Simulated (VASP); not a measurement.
# WS2 (R3m) in VASP: notebook

WS2 is run at these levels: PBEsol; tasks: single point.

All numbers are computed with VASP 6.6.1; they aren't measurements. Logs are shortened: lines on timing, memory, paths and dates and some standing lists are left out, and cuts for length are marked.

### 1 The cell of the first run

It takes space group R3m (No. 160, trigonal). Conventional cell: a = 3.272 Å, b = 3.272 Å, c = 18.242 Å, α = 90.00°, β = 90.00°, γ = 120.00°. Within 3.2 Å of W (site symmetry 3m) lie 6 S at 2.41 Å. S (site symmetry 3m) has 3 W at 2.41 Å and 1 S at 2.99 Å within 3.2 Å. Within 3.2 Å of S (site symmetry 3m) lie 3 W at 2.41 Å and 1 S at 2.99 Å.

### 2 Single point, PBEsol

File INCAR:

```
SYSTEM = WS2
  PREC = Accurate
  ENCUT = 520
  EDIFF = 1E-6
  ISMEAR = 0
  SIGMA = 0.02
  LREAL = .FALSE.
  LASPH = .TRUE.
  NELM = 100
  ALGO = Normal
  ISIF = 2
  LWAVE = .FALSE.
  LCHARG = .FALSE.
  GGA = PS
  NBANDS = 20
  ISYM = 0
```

File KPOINTS:

```
regular mesh
0
G
  9 9 5
  0 0 0
```

File POSCAR:

```
WS2
1.0
    3.2720590910      0.0000000000      0.0000000000
   -1.6360295455      2.8336862955      0.0000000000
    1.6360295455      0.9445620985      6.0808222703
W S
1 2
Direct
    0.3320569721      0.6660284860      1.0019145419
    0.5014169608      0.2507084804      0.2478745588
    0.8293260672      0.4146630336      0.7560108993
```

Potentials or basis: VASP PAW PBE potentials, release 64 (W_sv, S).

The run is started by

```sh
$ cat potpaw_PBE.64/W_sv/POTCAR potpaw_PBE.64/S/POTCAR > POTCAR
$ mpirun -np 1 vasp_std > vasp.out
```

OUTCAR:

```text
SYSTEM = WS2
   PREC = Accurate
   ENCUT = 520
   EDIFF = 1E-6
   ISMEAR = 0
   LREAL = .FALSE.
   LASPH = .TRUE.
   NELM = 100
   ISIF = 2
   GGA = PS
   ISYM = 0

 ion  position               nearest neighbor table
   1  0.332  0.666  0.002-   3 2.41   3 2.41   3 2.41   2 2.41   2 2.41   2 2.41
   2  0.501  0.251  0.248-   1 2.41   1 2.41   1 2.41
   3  0.829  0.415  0.756-   1 2.41   1 2.41   1 2.41

IMPORTANT INFORMATION: All symmetrisations will be switched off!
NOSYMM: (Re-)initialisation of all symmetry stuff for point group C_1.

----------------------------------------------------------------------------------------

                                     Primitive cell

  volume of cell :      56.3813

  direct lattice vectors                    reciprocal lattice vectors
     3.272059091  0.000000000  0.000000000     0.305617953  0.176448607 -0.109634296
    -1.636029546  2.833686296  0.000000000     0.000000000  0.352897214 -0.054817148
     1.636029546  0.944562098  6.080822270     0.000000000  0.000000000  0.164451443

  length of vectors
     3.272059091  3.272059091  6.367510480     0.369535009  0.357129337  0.164451443

  position of ions in fractional coordinates (direct lattice)
     0.332056972  0.666028486  0.001914542
     0.501416961  0.250708480  0.247874559
     0.829326067  0.414663034  0.756010899

  ion indices of the primitive-cell ions
   primitive index   ion index
                 1           1
                 2           2
                 3           3

----------------------------------------------------------------------------------------

 KPOINTS: regular mesh

Automatic generation of k-mesh.
 Grid dimensions read from file:
 generate k-points for:    9    9    5

 Generating k-lattice:

  Cartesian coordinates                     Fractional coordinates (reciprocal lattice)
     0.033957550  0.019605401 -0.012181588     0.111111111  0.000000000  0.000000000
     0.000000000  0.039210802 -0.006090794     0.000000000  0.111111111  0.000000000
     0.000000000  0.000000000  0.032890289     0.000000000  0.000000000  0.200000000

  Length of vectors
     0.041059445  0.039681037  0.032890289

  Shift w.r.t. Gamma in fractional coordinates (k-lattice)
     0.000000000  0.000000000  0.000000000

 -----------------------------------------------------------------------------
|                                                                             |
|           W    W    AA    RRRRR   N    N  II  N    N   GGGG   !!!           |
|           W    W   A  A   R    R  NN   N  II  NN   N  G    G  !!!           |
|           W    W  A    A  R    R  N N  N  II  N N  N  G       !!!           |
|           W WW W  AAAAAA  RRRRR   N  N N  II  N  N N  G  GGG   !            |
|           WW  WW  A    A  R   R   N   NN  II  N   NN  G    G                |
|           W    W  A    A  R    R  N    N  II  N    N   GGGG   !!!           |
|                                                                             |
|     Your reciprocal lattice and k-lattice belong to different lattice       |
|     classes:                                                                |
|                                                                             |
|        The reciprocal lattice is rhombohedral (trigonal),                   |
|        whereas your k-lattice is base-centered monoclinic.                  |
|                                                                             |
|     Results are often still useful ...                                      |
|                                                                             |
 -----------------------------------------------------------------------------

 WARNING: IBZKPT: internal override: KBLOWUP is changed to .FALSE.
      ... skipping the blow-up phase ...

 Subroutine IBZKPT returns following result:
 ===========================================

 Found    203 irreducible k-points:

 Following reciprocal coordinates:
            Coordinates               Weight
  0.000000  0.000000  0.000000      1.000000
  0.111111  0.000000  0.000000      2.000000
  0.222222  0.000000 -0.000000      2.000000
  0.333333  0.000000  0.000000      2.000000
  0.444444  0.000000 -0.000000      2.000000
  0.000000  0.111111  0.000000      2.000000
[... 16 lines left out ...]
 -0.111111  0.222222 -0.000000      2.000000
  0.000000  0.333333  0.000000      2.000000
 [... further k-points ...]
   k-points           NKPTS =    203   k-points in BZ     NKDIM =    203   number of bands    NBANDS=     20
   number of dos      NEDOS =    301   number of ions     NIONS =      3
   total plane-waves  NPLWV =  27648
   dimension x,y,z NGX =    24 NGY =   24 NGZ =   48
   dimension x,y,z NGXF=    48 NGYF=   48 NGZF=   96
   ions per type =               1   2
   NGX,Y,Z   is equivalent  to a cutoff of  12.19, 12.19, 12.53 a.u.
   NGXF,Y,Z  is equivalent  to a cutoff of  24.39, 24.39, 25.06 a.u.
 SYSTEM =  WS2
   PREC   = accura    normal or accurate (medium, high low for compatibility)
   ISTART =      0    job   : 0-new  1-cont  2-samecut
   ICHARG =      2    charge: 1-file 2-atom 10-const
   ISPIN  =      1    spin polarized calculation?
   LNONCOLLINEAR =      F non collinear calculations
   LSORBIT =      F    spin-orbit coupling
   LASPH  =      T    aspherical Exc in radial PAW
   ENCUT  =  520.0 eV  38.22 Ry    6.18 a.u.   6.08  6.08 11.84*2*pi/ulx,y,z
   NELM   =    100;   NELMIN=  2; NELMDL= -5     # of ELM steps
   EDIFF  = 0.1E-05   stopping-criterion for ELM
   LREAL  =      F    real-space projection
   EDIFFG = 0.1E-04   stopping-criterion for IOM
   NSW    =      0    number of steps for IOM
   IBRION =     -1    ionic relax: 0-MD 1-quasi-New 2-CG
   NFREE  =      0    steps in history (QN), initial steepest desc. (CG)
   ISIF   =      2    stress and relaxation
   ISYM   =      0    0-nonsym 1-usesym 2-fastsym
   POTIM  = 0.5000    time-step for ionic-motion
   TEBEG  =    0.0;   TEEND  =   0.0 temperature during run
   PSTRESS=    0.0 pullay stress
   NELECT =      26.0000    total number of electrons
   NUPDOWN=      -1.0000    fix difference up-down
   EMIN   =  10.00;   EMAX   =-10.00  energy-range for DOS
   EFERMI =   0.00;   METHOD = LEGACY
   ISMEAR =     0;   SIGMA  =   0.02  broadening in eV -4-tet -1-fermi 0-gaus
   EFERMI_NEDOS =   21; number of points for ismear=-14 and -15
   IALGO  =     38    algorithm
   IMIX   =      4    mixing-type and parameters
     AMIX     =   0.40;   BMIX     =  1.00
     AMIX_MAG =   1.60;   BMIX_MAG =  1.00
  volume/ion in A,a.u.               =      18.79       126.83
  Fermi-wavevector in a.u.,A,eV,Ry     =   1.264797  2.390120 21.765400  1.599712
  Thomas-Fermi vector in A             =   2.398084
   LORBIT       =      0    0 simple, 1 ext, 2 COOP (PROOUT), +10 PAW based schemes
   GGA     = PS    functional components
   LHFCALC =     F    Hartree Fock is set to
   AEXX    =    0.0000 exact exchange contribution
   IVDW    =     0    specifies the selected vdW correction
   LEPSILON=     F    determine dielectric tensor
   LRPA    =     F    only Hartree local field effects (RPA)
 non-spin polarized calculation
 Gauss-broadening in eV      SIGMA  =   0.02
  energy-cutoff  :      520.00
  volume of cell :       56.38
 maximum number of plane-waves:      1537
   NGX = 13   NGY = 13   NGZ = 23

 number of electron      26.0000002 magnetization

 Free energy of the ion-electron system (eV)
  ---------------------------------------------------
  ext. energy  EPLUGINS =         0.00000000
  ---------------------------------------------------
  free energy    TOTEN  =       -25.11456287 eV

  energy without entropy =      -25.11456287  energy(sigma->0) =      -25.11456287

 E-fermi :   7.1575     XC(G=0): -10.7832

 val. band max:        7.0182944405   @ k =   0.0000   0.0000   0.4000
 cond. band min:       7.3206382363   @ k =   0.3333   0.3333   0.2000
 fundamental gap:      0.3023437959
 Fermi energy:         7.1575213143

 k-point     1 :       0.0000    0.0000    0.0000
  band No.  band energies     occupation
      1     -67.9786      2.00000
      2     -32.1757      2.00000
      3     -32.1210      2.00000
      4     -32.1210      2.00000
      5      -8.7332      2.00000
      6      -6.5829      2.00000
[... 12 lines left out ...]
     19      14.0632      0.00000
     20      14.9036      0.00000

 k-point     2 :       0.1111    0.0000    0.0000
  band No.  band energies     occupation
      1     -67.9773      2.00000
      2     -32.1702      2.00000
      3     -32.1518      2.00000
      4     -32.1282      2.00000
      5      -8.5392      2.00000
      6      -6.5579      2.00000
[... 12 lines left out ...]
     19      14.8010      0.00000
     20      15.0761      0.00000

 k-point     3 :       0.2222    0.0000   -0.0000
  band No.  band energies     occupation
      1     -67.9740      2.00000
      2     -32.2289      2.00000
      3     -32.1563      2.00000
      4     -32.1463      2.00000
      5      -8.0120      2.00000
      6      -6.4830      2.00000
[... 12 lines left out ...]
     19      14.5687      0.00000
     20      15.0834      0.00000

 k-point     4 :       0.3333    0.0000    0.0000
  band No.  band energies     occupation
      1     -67.9701      2.00000
      2     -32.3153      2.00000
      3     -32.1668      2.00000
      4     -32.1404      2.00000
      5      -7.3257      2.00000
      6      -6.3767      2.00000
[... 12 lines left out ...]
     19      13.8458      0.00000
     20      14.8961      0.00000

 k-point     5 :       0.4444    0.0000   -0.0000
  band No.  band energies     occupation
      1     -67.9676      2.00000
      2     -32.3710      2.00000
      3     -32.1801      2.00000
      4     -32.1300      2.00000
      5      -6.7970      2.00000
      6      -6.2989      2.00000
[... 12 lines left out ...]
     19      13.5464      0.00000
     20      15.0091      0.00000
[... 353 lines left out ...]
      6      -6.3700      2.00000
[... 12 lines left out ...]
     19      14.3993      0.00000
     20      15.0061      0.00000

 k-point    22 :      -0.2222    0.2222    0.0000
  band No.  band energies     occupation
      1     -67.9740      2.00000
      2     -32.2289      2.00000
      3     -32.1563      2.00000
      4     -32.1463      2.00000
      5      -8.0361      2.00000
      6      -6.4375      2.00000
[... 12 lines left out ...]
     19      14.5869      0.00000
     20      15.3003      0.00000

 k-point    23 :      -0.1111    0.2222   -0.0000
  band No.  band energies     occupation
      1     -67.9750      2.00000
      2     -32.2030      2.00000
      3     -32.1605      2.00000
      4     -32.1435      2.00000
      5      -8.2022      2.00000
      6      -6.4588      2.00000
[... 12 lines left out ...]
     19      14.9694      0.00000
     20      15.4065      0.00000

 k-point    24 :       0.0000    0.3333    0.0000
  band No.  band energies     occupation
      1     -67.9701      2.00000
      2     -32.3153      2.00000
      3     -32.1668      2.00000
      4     -32.1404      2.00000
      5      -7.3735      2.00000
      6      -6.3021      2.00000
[... 12 lines left out ...]
     19      13.8414      0.00000
     20      14.4381      0.00000

 [... further k-points ...]
[... 5 lines left out ...]
  --------------------------------------------------------------------------------------
  -------------------------------------------------------------------------------------
  Total       -2.9606712     -2.9606628      1.8112571     -0.0000056      0.0000148      0.0000267
  in kB      -84.1328380    -84.1325998     51.4701551     -0.0001597      0.0004209      0.0007595
  external PRESSURE =     -38.9317609 kB  Pullay stress =       0.0000000 kB

 VOLUME and BASIS-vectors are now :
 -----------------------------------------------------------------------------
  energy-cutoff  :      520.00
  volume of cell :       56.38
      direct lattice vectors                 reciprocal lattice vectors
     3.272059091  0.000000000  0.000000000     0.305617953  0.176448607 -0.109634296
    -1.636029546  2.833686296  0.000000000     0.000000000  0.352897214 -0.054817148
     1.636029546  0.944562098  6.080822270     0.000000000  0.000000000  0.164451443

 POSITION                                       TOTAL-FORCE (eV/Angst)
 -----------------------------------------------------------------------------------
      0.00000      1.88912      0.01164        -0.000039     -0.000022      0.001631
      1.63603      0.94456      1.50728         0.000040      0.000023      0.580190
      3.27206      1.88912      4.59717        -0.000001     -0.000001     -0.581821
 -----------------------------------------------------------------------------------
    total drift:                                0.000013      0.000007     -0.000141

  FREE ENERGIE OF THE ION-ELECTRON SYSTEM (eV)
  ---------------------------------------------------
  free  energy   TOTEN  =       -25.1145628657 eV

  energy  without entropy=      -25.1145628657  energy(sigma->0) =      -25.11456287
```

Wall time 61 s (1 thread of Intel Xeon 6975P-C (Granite Rapids), shared host); peak memory 0.32 GiB.

What came out:

```
Free energy            : -25.1146 eV
Pressure               : -3.9 GPa
Largest force          : 0.582 eV/Å
Band gap on the k mesh : 0.30 eV, indirect (least direct gap 1.38 eV)
```

Forces on the atoms (eV/Å):
```
W    0.000  0.000  0.002
S    0.000  0.000  0.580
S    0.000  0.000 -0.582
```

Caveat: the PAW data sets were made with another functional, which shifts forces and pressure a little; spin-orbit coupling is left out, which moves the levels of the heavy elements; this functional lacks dispersion, which binds the layers, so the pressure and a relaxed spacing across them are unreliable. A k mesh can miss the band edges.

### 3 Single point, PBEsol

This run uses another cell than the first one, of 19.19 Å³/atom, 1.021 times its volume.

File INCAR:

```
ALGO     = Normal         # electronic algorithm
EDIFF    = 1E-6           # SCF threshold, eV
ENCUT    = 520            # plane-wave cutoff, eV
GGA      = PS             # functional
ISIF     = 2              # what is computed and relaxed
ISMEAR   = 0              # smearing method
ISYM     = 0            
LASPH    = T              # aspherical terms in the spheres
LCHARG   = F              # write CHGCAR
LREAL    = F              # projectors in reciprocal space
LWAVE    = F              # write WAVECAR
NBANDS   = 20             # bands
NELM     = 80             # most SCF steps
PREC     = Accurate       # precision mode
SIGMA    = 0.02           # smearing width, eV
```

File KPOINTS:

```
k-points
0
Gamma
  9 9 5
```

File POSCAR:

```
WS2
1.0
    3.2720590910      0.0000000000     -0.0000160741
   -1.6360295455      2.8336862955      0.0000000000
    1.6359996732      0.9445448517      6.2106022535
W S
1 2
Direct
    0.3320534060      0.6660267030      1.0019195392
    0.5018308262      0.2509154131      0.2472633192
    0.8289157678      0.4144578839      0.7566171417
```

Potentials or basis: VASP PAW PBE potentials, release 64 (W_sv, S).

The run is started by

```sh
$ cat potpaw_PBE.64/W_sv/POTCAR potpaw_PBE.64/S/POTCAR > POTCAR
$ mpirun -np 1 vasp_std > vasp.out
```

Run time: 63 s. Hardware: 1 thread of Intel Xeon 6975P-C (Granite Rapids), shared host; peak memory 0.32 GiB.

Results (log left out):

* Free energy: -25.1322 eV
* Pressure: -6.7 GPa
* Largest force: 0.019 eV/Å
* Band gap on the k mesh: 0.55 eV, indirect (least direct gap 1.44 eV)

Forces in eV/Å, atoms in the order of the input:
```
W    0.000  0.000  0.000
S    0.000  0.000  0.019
S    0.000  0.000 -0.018
```

Stress tensor (GPa, compression positive):
```
-10.02   0.00   0.00
  0.00 -10.02   0.00
  0.00   0.00   0.09
```

Levels at points of the mesh, in eV from the valence-band top:
```
           k point  band 9  band 10  band 11  band 12  band 13  band 14  band 15  band 16  band 17  band 18
(0.00, 0.00, 0.00)   -3.92    -2.71    -2.71    -1.44    -0.90     1.82     1.82     2.23     2.23     3.84
```

Caveat: the PAW data sets were made with another functional, which shifts forces and pressure a little; spin-orbit coupling is left out, which moves the levels of the heavy elements; this functional lacks dispersion, which binds the layers, so the pressure and a relaxed spacing across them are unreliable.
